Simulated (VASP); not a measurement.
# AlN (Cmcm) in VASP: notebook

AlN is run at these levels: LDA; tasks: single point.

All numbers are computed with VASP 6.6.1; they aren't measurements. Logs are shortened: lines on timing, memory, paths and dates and some standing lists are left out, and cuts for length are marked.

### Step 1. The cell of the first run

It takes space group Cmcm (No. 63, orthorhombic). The conventional cell has a = 4.011 Å, b = 4.011 Å, c = 4.011 Å, α = 90.00°, β = 90.00°, γ = 90.00°. Al (site symmetry m2m) has 6 N at 1.98 to 2.03 Å within 2.6 Å. Within 2.6 Å of N (site symmetry m2m) lie 6 Al at 1.98 to 2.03 Å.

### Step 2. Single point, LDA

Contents of INCAR:

```
SYSTEM = AlN
PREC = Accurate ; ENCUT = 520
EDIFF = 1E-6 ; ISMEAR = 0
SIGMA = 0.05 ; LREAL = .False.
LASPH = .True. ; NELM = 60
ALGO = Normal ; ISIF = 2
LWAVE = .False. ; LCHARG = .False.
NBANDS = 16
```

Contents of KPOINTS:

```
regular mesh
0
Gamma
  8 8 6
  0 0 0
```

Contents of POSCAR:

```
AlN
1.0
    0.0000000000     -2.0055201245     -2.0055201245
    0.0000000000      2.0055201245     -2.0055201245
    4.0110402489      0.0000000000      0.0000000000
Al N
2 2
Direct
    0.5111691724      0.4888308276      0.0000000000
   -0.0111691724      0.0111691724      0.5000000000
    0.4954255797      0.5045744203      0.5000000000
    0.0045744203      0.9954255797      0.0000000000
```

Potentials or basis: VASP PAW LDA potentials, release 64 (Al, N).

The run is started by

```
> cat potpaw_LDA.64/Al/POTCAR potpaw_LDA.64/N/POTCAR > POTCAR
> mpirun -np 1 vasp_std > vasp.out
```

OUTCAR:

```text
SYSTEM = AlN
   PREC = Accurate
   ENCUT = 520
   EDIFF = 1E-6
   ISMEAR = 0
   LREAL = .False.
   LASPH = .True.
   NELM = 60
   ISIF = 2

 ion  position               nearest neighbor table
   1  0.511  0.489  0.000-   4 1.98   4 2.01   4 2.01   3 2.01   3 2.01   4 2.03   2 2.77   2 2.77
                             2 2.84   2 2.84   2 2.84   2 2.84   2 2.90   2 2.90
   2  0.989  0.011  0.500-   3 1.98   3 2.01   3 2.01   4 2.01   4 2.01   3 2.03   1 2.77   1 2.77
                             1 2.84   1 2.84   1 2.84   1 2.84   1 2.90   1 2.90
   3  0.495  0.505  0.500-   2 1.98   2 2.01   2 2.01   1 2.01   1 2.01   2 2.03
   4  0.005  0.995  0.000-   1 1.98   1 2.01   1 2.01   2 2.01   2 2.01   1 2.03

  LATTYP: Found a simple tetragonal cell.
 ALAT       =     2.8362337597
 C/A-ratio  =     1.4142135623

  Lattice vectors:

 A1 = (   0.0000000000,  -2.0055201245,  -2.0055201245)
 A2 = (   0.0000000000,   2.0055201245,  -2.0055201245)
 A3 = (   4.0110402489,   0.0000000000,   0.0000000000)

Analysis of symmetry for initial positions (statically):
=====================================================================
 Subroutine PRICEL returns:
 Original cell was already a primitive cell.

 Routine SETGRP: Setting up the symmetry group for a
 simple tetragonal supercell.

 Subroutine GETGRP returns: Found  8 space group operations
 (whereof  4 operations were pure point group operations)
 out of a pool of 16 trial point group operations.

The static configuration has the point symmetry C_2v.
 The point group associated with its full space group is D_2h.

Analysis of symmetry for dynamics (positions and initial velocities):
=====================================================================
 Subroutine PRICEL returns:
 Original cell was already a primitive cell.

 Routine SETGRP: Setting up the symmetry group for a
 simple tetragonal supercell.

 Subroutine GETGRP returns: Found  8 space group operations
 (whereof  4 operations were pure point group operations)
 out of a pool of 16 trial point group operations.

The dynamic configuration has the point symmetry C_2v.
 The point group associated with its full space group is D_2h.

 Subroutine INISYM returns: Found  8 space group operations
 (whereof  4 operations are pure point group operations),
 and found     1 'primitive' translations

----------------------------------------------------------------------------------------

                                     Primitive cell

  volume of cell :      32.2657

  direct lattice vectors                    reciprocal lattice vectors
     0.000000000 -2.005520124 -2.005520124     0.000000000 -0.249311884 -0.249311884
     0.000000000  2.005520124 -2.005520124     0.000000000  0.249311884 -0.249311884
     4.011040249  0.000000000  0.000000000     0.249311884  0.000000000  0.000000000

  length of vectors
     2.836233760  2.836233760  4.011040249     0.352580247  0.352580247  0.249311884

  position of ions in fractional coordinates (direct lattice)
     0.511169172  0.488830828  0.000000000
     0.988830828  0.011169172  0.500000000
     0.495425580  0.504574420  0.500000000
     0.004574420  0.995425580  0.000000000

  ion indices of the primitive-cell ions
   primitive index   ion index
                 1           1
                 2           2
                 3           3
                 4           4

----------------------------------------------------------------------------------------

 KPOINTS: regular mesh

Automatic generation of k-mesh.
 Grid dimensions read from file:
 generate k-points for:    8    8    6

 Generating k-lattice:

  Cartesian coordinates                     Fractional coordinates (reciprocal lattice)
     0.000000000 -0.031163985 -0.031163985     0.125000000  0.000000000  0.000000000
     0.000000000  0.031163985 -0.031163985     0.000000000  0.125000000  0.000000000
     0.041551981  0.000000000  0.000000000     0.000000000  0.000000000  0.166666667

  Length of vectors
     0.044072531  0.044072531  0.041551981

  Shift w.r.t. Gamma in fractional coordinates (k-lattice)
     0.000000000  0.000000000  0.000000000

 Subroutine IBZKPT returns following result:
 ===========================================

 Found     84 irreducible k-points:

 Following reciprocal coordinates:
            Coordinates               Weight
  0.000000  0.000000  0.000000      1.000000
  0.125000  0.000000  0.000000      4.000000
  0.250000  0.000000  0.000000      4.000000
  0.375000  0.000000  0.000000      4.000000
  0.500000  0.000000  0.000000      2.000000
  0.125000  0.125000  0.000000      2.000000
[... 16 lines left out ...]
  0.125000  0.000000  0.166667      8.000000
  0.250000  0.000000  0.166667      8.000000
 [... further k-points ...]
   k-points           NKPTS =     84   k-points in BZ     NKDIM =     84   number of bands    NBANDS=     16
   number of dos      NEDOS =    301   number of ions     NIONS =      4
   total plane-waves  NPLWV =  17280
   dimension x,y,z NGX =    24 NGY =   24 NGZ =   30
   dimension x,y,z NGXF=    48 NGYF=   48 NGZF=   60
   ions per type =               2   2
   NGX,Y,Z   is equivalent  to a cutoff of  14.07, 14.07, 12.43 a.u.
   NGXF,Y,Z  is equivalent  to a cutoff of  28.14, 28.14, 24.87 a.u.
 SYSTEM =  AlN
   PREC   = accura    normal or accurate (medium, high low for compatibility)
   ISTART =      0    job   : 0-new  1-cont  2-samecut
   ICHARG =      2    charge: 1-file 2-atom 10-const
   ISPIN  =      1    spin polarized calculation?
   LNONCOLLINEAR =      F non collinear calculations
   LSORBIT =      F    spin-orbit coupling
   LASPH  =      T    aspherical Exc in radial PAW
   ENCUT  =  520.0 eV  38.22 Ry    6.18 a.u.   5.27  5.27  7.46*2*pi/ulx,y,z
   NELM   =     60;   NELMIN=  2; NELMDL= -5     # of ELM steps
   EDIFF  = 0.1E-05   stopping-criterion for ELM
   LREAL  =      F    real-space projection
   EDIFFG = 0.1E-04   stopping-criterion for IOM
   NSW    =      0    number of steps for IOM
   IBRION =     -1    ionic relax: 0-MD 1-quasi-New 2-CG
   NFREE  =      0    steps in history (QN), initial steepest desc. (CG)
   ISIF   =      2    stress and relaxation
   ISYM   =      2    0-nonsym 1-usesym 2-fastsym
   POTIM  = 0.5000    time-step for ionic-motion
   TEBEG  =    0.0;   TEEND  =   0.0 temperature during run
   PSTRESS=    0.0 pullay stress
   NELECT =      16.0000    total number of electrons
   NUPDOWN=      -1.0000    fix difference up-down
   EMIN   =  10.00;   EMAX   =-10.00  energy-range for DOS
   EFERMI =   0.00;   METHOD = LEGACY
   ISMEAR =     0;   SIGMA  =   0.05  broadening in eV -4-tet -1-fermi 0-gaus
   EFERMI_NEDOS =   21; number of points for ismear=-14 and -15
   IALGO  =     38    algorithm
   IMIX   =      4    mixing-type and parameters
     AMIX     =   0.40;   BMIX     =  1.00
     AMIX_MAG =   1.60;   BMIX_MAG =  1.00
  volume/ion in A,a.u.               =       8.07        54.43
  Fermi-wavevector in a.u.,A,eV,Ry     =   1.295790  2.448687 22.845142  1.679071
  Thomas-Fermi vector in A             =   2.427287
   LORBIT       =      0    0 simple, 1 ext, 2 COOP (PROOUT), +10 PAW based schemes
   GGA     = CA    functional components
   LHFCALC =     F    Hartree Fock is set to
   AEXX    =    0.0000 exact exchange contribution
   IVDW    =     0    specifies the selected vdW correction
   LEPSILON=     F    determine dielectric tensor
   LRPA    =     F    only Hartree local field effects (RPA)
 non-spin polarized calculation
 Gauss-broadening in eV      SIGMA  =   0.05
  energy-cutoff  :      520.00
  volume of cell :       32.27
 maximum number of plane-waves:       888
 NGX is ok and might be reduce to    24
   NGX = 11   NGY = 11   NGZ = 15

 number of electron      16.0000002 magnetization

 Free energy of the ion-electron system (eV)
  ---------------------------------------------------
  ext. energy  EPLUGINS =         0.00000000
  ---------------------------------------------------
  free energy    TOTEN  =       -32.43671741 eV

  energy without entropy =      -32.43671741  energy(sigma->0) =      -32.43671741

 E-fermi :  10.2896     XC(G=0): -12.6866

 val. band max:       10.0291263474   @ k =   0.0000   0.0000   0.0000
 cond. band min:      14.7079105583   @ k =   0.5000   0.5000   0.0000
 fundamental gap:      4.6787842109
 Fermi energy:        10.2896434285

 k-point     1 :       0.0000    0.0000    0.0000
  band No.  band energies     occupation
      1      -7.6028      2.00000
      2      -3.1195      2.00000
      3       2.4504      2.00000
      4       7.1503      2.00000
      5       7.1514      2.00000
      6      10.0174      2.00000
[... 8 lines left out ...]
     15      24.2893      0.00000
     16      27.3532      0.00000

 k-point     2 :       0.1250    0.0000    0.0000
  band No.  band energies     occupation
      1      -7.3821      2.00000
      2      -3.0789      2.00000
      3       2.6714      2.00000
      4       6.1043      2.00000
      5       7.2823      2.00000
      6       9.0803      2.00000
[... 8 lines left out ...]
     15      23.9310      0.00000
     16      25.6287      0.00000

 k-point     3 :       0.2500    0.0000    0.0000
  band No.  band energies     occupation
      1      -6.7383      2.00000
      2      -3.0957      2.00000
      3       3.3247      2.00000
      4       4.4274      2.00000
      5       7.2035      2.00000
      6       7.6621      2.00000
[... 8 lines left out ...]
     15      23.4292      0.00000
     16      23.7023      0.00000

 k-point     4 :       0.3750    0.0000    0.0000
  band No.  band energies     occupation
      1      -5.7397      2.00000
      2      -3.5440      2.00000
      3       3.5896      2.00000
      4       4.3775      2.00000
      5       5.3633      2.00000
      6       7.2995      2.00000
[... 8 lines left out ...]
     15      22.6788      0.00000
     16      23.4335      0.00000
[... 324 lines left out ...]
 k-point    22 :       0.0000    0.0000    0.1667
  band No.  band energies     occupation
      1      -7.4065      2.00000
      2      -3.6621      2.00000
      3       3.0919      2.00000
      4       7.2932      2.00000
      5       7.2946      2.00000
      6       9.3708      2.00000
[... 8 lines left out ...]
     15      23.8147      0.00000
     16      25.1372      0.00000

 k-point    23 :       0.1250    0.0000    0.1667
  band No.  band energies     occupation
      1      -7.1884      2.00000
      2      -3.5735      2.00000
      3       3.1684      2.00000
      4       6.3786      2.00000
      5       7.4190      2.00000
      6       8.2414      2.00000
[... 8 lines left out ...]
     15      23.3787      0.00000
     16      25.3777      0.00000

 k-point    24 :       0.2500    0.0000    0.1667
  band No.  band energies     occupation
      1      -6.5546      2.00000
      2      -3.4309      2.00000
      3       3.0469      2.00000
      4       5.3410      2.00000
      5       6.3169      2.00000
      6       7.7770      2.00000
[... 8 lines left out ...]
     15      22.6411      0.00000
     16      24.3506      0.00000

 [... further k-points ...]
[... 5 lines left out ...]
  --------------------------------------------------------------------------------------
  -------------------------------------------------------------------------------------
  Total        0.1746020      0.2102246      0.0955463      0.0000000      0.0000000      0.0000000
  in kB        8.6699950     10.4388618      4.7444234      0.0000000      0.0000000      0.0000000
  external PRESSURE =       7.9510934 kB  Pullay stress =       0.0000000 kB

 VOLUME and BASIS-vectors are now :
 -----------------------------------------------------------------------------
  energy-cutoff  :      520.00
  volume of cell :       32.27
      direct lattice vectors                 reciprocal lattice vectors
     0.000000000 -2.005520124 -2.005520124     0.000000000 -0.249311884 -0.249311884
     0.000000000  2.005520124 -2.005520124     0.000000000  0.249311884 -0.249311884
     4.011040249  0.000000000  0.000000000     0.249311884  0.000000000  0.000000000

 POSITION                                       TOTAL-FORCE (eV/Angst)
 -----------------------------------------------------------------------------------
      0.00000     -0.04480     -2.00552         0.000000      0.504409      0.000000
      2.00552     -1.96072     -2.00552         0.000000     -0.504409      0.000000
      2.00552      0.01835     -2.00552         0.000000     -0.097115      0.000000
      0.00000      1.98717     -2.00552         0.000000      0.097115      0.000000
 -----------------------------------------------------------------------------------
    total drift:                                0.000000     -0.000000      0.000000

  FREE ENERGIE OF THE ION-ELECTRON SYSTEM (eV)
  ---------------------------------------------------
  free  energy   TOTEN  =       -32.4367174059 eV

  energy  without entropy=      -32.4367174059  energy(sigma->0) =      -32.43671741
```

Wall time 10 s (1 thread of Intel Xeon 6975P-C (Granite Rapids), shared host); peak memory 0.15 GiB.

What came out:

- Free energy: -32.4367 eV
- Pressure: 0.8 GPa
- Largest force: 0.504 eV/Å
- Band gap on the k mesh: 4.68 eV

Forces on the atoms (eV/Å):
```
Al   0.000  0.504  0.000
Al   0.000 -0.504  0.000
N    0.000 -0.097  0.000
N    0.000  0.097  0.000
```

### Step 3. Single point, LDA

This run uses another cell than the first one, of 8.27 Å³/atom, 1.025 times its volume.

Contents of INCAR:

```
PREC = Accurate
ENCUT = 520
EDIFF = 1E-6
ISMEAR = 0
SIGMA = 0.05
LREAL = F
LASPH = T
NELM = 60
ALGO = Normal
ISIF = 2
LWAVE = F
LCHARG = T
GGA = CA
LELF = T
LVHAR = T
NBANDS = 16
```

Contents of KPOINTS:

```
regular mesh
0
Gamma
  8 8 6
```

Contents of POSCAR:

```
AlN
1.0
    0.0000000000     -2.0221659415     -2.0221659415
    0.0000000000      2.0221659415     -2.0221659415
    4.0443318830      0.0000000000      0.0000000000
Al N
2 2
Direct
    0.5055845862      0.4944154138      0.0000000000
   -0.0055845862      0.0055845862      0.5000000000
    0.4977127899      0.5022872101      0.5000000000
    0.0022872101      0.9977127899      0.0000000000
```

Potentials or basis: VASP PAW LDA potentials, release 64 (Al, N).

The run is started by

```
> cat potpaw_LDA.64/Al/POTCAR potpaw_LDA.64/N/POTCAR > POTCAR
> mpirun -np 1 vasp_std > vasp.out
```

Run time: 11 s. Hardware: 1 thread of Intel Xeon 6975P-C (Granite Rapids), shared host; peak memory 0.15 GiB.

The run converged. Its results:

- Free energy: -32.4419 eV
- Pressure: -6.0 GPa
- Largest force: 0.235 eV/Å
- Band gap on the k mesh: 4.45 eV

Forces on the atoms (eV/Å):
```
Al   0.000  0.235  0.000
Al   0.000 -0.235  0.000
N    0.000 -0.059  0.000
N    0.000  0.059  0.000
```

Stress tensor (GPa, compression positive):
```
-5.95  0.00  0.00
 0.00 -5.90  0.00
 0.00  0.00 -6.03
```

Levels at points of the mesh, in eV from the valence-band top:
```
           k point  band 4  band 5  band 6  band 7  band 8  band 9  band 10  band 11  band 12  band 13
(0.00, 0.00, 0.00)   -2.81   -2.81    0.00    0.00    0.00    4.45     5.20     5.76    12.00    12.02
(0.50, 0.00, 0.00)   -5.92   -4.17   -4.16   -1.14   -1.13    8.21     8.30    10.35    10.39    10.47
(0.50, 0.50, 0.00)   -7.41   -2.81   -2.81   -2.81   -2.81    4.45     4.45     5.19     5.20    13.88
(0.00, 0.00, 0.50)   -3.78   -1.64   -1.64   -1.64   -1.64    7.37     7.37     7.62     7.62    11.07
(0.50, 0.00, 0.50)   -8.34   -1.08   -1.08   -1.08   -1.08    6.12     6.12    10.79    10.79    10.80
(0.50, 0.50, 0.50)   -5.73   -5.73   -5.73   -3.94   -3.94    7.92     7.92    10.60    10.60    10.61
```

### Step 4. Single point, LDA

This run uses another cell than the first one, of 8.27 Å³/atom, 1.025 times its volume.

Contents of INCAR:

```
  ALGO = Normal
  EDIFF = 1E-6
  ENCUT = 520
  GGA = CA
  ISIF = 2
  ISMEAR = 0
  LASPH = T
  LCHARG = F
  LREAL = F
  LWAVE = F
  NBANDS = 16
  NELM = 80
  PREC = Accurate
  SIGMA = 0.05
```

Contents of KPOINTS:

```
k-points
0
Gamma
  8 8 6
```

Contents of POSCAR:

```
AlN
1.0
    0.0000000000     -2.0221659415     -2.0221659415
    0.0000000000      2.0221659415     -2.0221659415
    4.0443318830      0.0000000000      0.0000000000
Al N
2 2
Direct
    0.5111691724      0.4888308276      0.0000000000
   -0.0111691724      0.0111691724      0.5000000000
    0.4954255797      0.5045744203      0.5000000000
    0.0045744203      0.9954255797      0.0000000000
```

The run is started by

```
> cat potpaw_LDA.64/Al/POTCAR potpaw_LDA.64/N/POTCAR > POTCAR
> mpirun -np 1 vasp_std > vasp.out
```

Run time: 11 s. Hardware: 1 thread of Intel Xeon 6975P-C (Granite Rapids), shared host; peak memory 0.15 GiB.

Results (log left out):

```
Free energy            : -32.4243 eV
Pressure               : -5.8 GPa
Largest force          : 0.471 eV/Å
Band gap on the k mesh : 4.44 eV
```

Forces in eV/Å, atoms in the order of the input:
```
Al   0.000  0.471  0.000
Al   0.000 -0.471  0.000
N    0.000 -0.117  0.000
N    0.000  0.117  0.000
```

Stress tensor (GPa, compression positive):
```
-5.75  0.00  0.00
 0.00 -5.60  0.00
 0.00  0.00 -6.13
```

Levels at points of the mesh, in eV from the valence-band top:
| k point | band 5 | band 6 | band 7 | band 8 | band 9 | band 10 | band 11 | band 12 |
| --- | --- | --- | --- | --- | --- | --- | --- | --- |
| (0.00, 0.00, 0.00) | -2.81 | -0.01 | 0.00 | 0.00 | 4.45 | 5.20 | 5.75 | 11.93 |
| (0.50, 0.00, 0.00) | -4.17 | -4.16 | -1.15 | -1.12 | 8.16 | 8.34 | 10.24 | 10.34 |
| (0.50, 0.50, 0.00) | -2.81 | -2.81 | -2.81 | -2.81 | 4.44 | 4.45 | 5.18 | 5.19 |
| (0.00, 0.00, 0.50) | -1.64 | -1.64 | -1.64 | -1.64 | 7.36 | 7.36 | 7.61 | 7.61 |
| (0.50, 0.00, 0.50) | -1.08 | -1.08 | -1.08 | -1.08 | 6.11 | 6.11 | 10.78 | 10.78 |
| (0.50, 0.50, 0.50) | -5.73 | -5.73 | -3.94 | -3.94 | 7.91 | 7.91 | 10.59 | 10.59 |

A k mesh can miss the band edges.
